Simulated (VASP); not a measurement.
Input of a VASP 6.6.1 run:

File POSCAR:

```
ZnS
1.0
    3.7303882335      0.0000000000      0.0000000000
   -1.8651941167      3.2306109762      0.0000000000
    0.0000000000      0.0000000000      6.1199067814
Zn S
2 2
Direct
    0.3333333333      0.6666666667      0.0005459392
    0.6666666667      0.3333333333      0.5005459392
    0.3333333333      0.6666666667      0.3744540608
    0.6666666667      0.3333333333      0.8744540608
```

INCAR.step1

```
SYSTEM = ZnS
ALGO = Normal ; EDIFF = 1E-4
ENCUT = 520 ; GGA = PE
ISMEAR = 0 ; LASPH = .TRUE.
LCHARG = .FALSE. ; LREAL = .FALSE.
LWAVE = .TRUE. ; NBANDS = 26
NELM = 80 ; PREC = Accurate
SIGMA = 0.02
```

INCAR.step2

```
SYSTEM = ZnS
ALGO = Normal ; EDIFF = 1E-7
ENCUT = 520 ; ISIF = 2
ISMEAR = 0 ; ISTART = 1
LASPH = .TRUE. ; LCHARG = .FALSE.
LMIXTAU = .TRUE. ; LREAL = .FALSE.
LWAVE = .FALSE. ; METAGGA = R2SCAN
NBANDS = 26 ; NELM = 80
PREC = Accurate ; SIGMA = 0.02
```

Contents of KPOINTS:

```
k-points
0
G
  6 6 4
  0 0 0
```

Potentials or basis: VASP PAW PBE potentials, release 64 (Zn, S).

Launch:

```console
$ cat potpaw_PBE.64/Zn/POTCAR potpaw_PBE.64/S/POTCAR > POTCAR
$ cp INCAR.step1 INCAR
$ mpirun -np 1 vasp_std > vasp.out
$ cp INCAR.step2 INCAR
$ mpirun -np 1 vasp_std > vasp.out
```

Problem. What does it give for the band gap on the k mesh?

Solution. 3.08 eV.

Problem. What does it give for the largest force?

Solution. 0.010 eV/Å.

Problem. What does it give for the pressure?

Solution. 5.5 GPa.

Forces in eV/Å, atoms in the order of the input:
```
Zn   0.000  0.000  0.010
Zn   0.000  0.000  0.010
S    0.000  0.000 -0.010
S    0.000  0.000 -0.010
```

Caveat: the cell stands under pressure; the PAW data sets were made with another functional, which shifts forces and pressure a little.
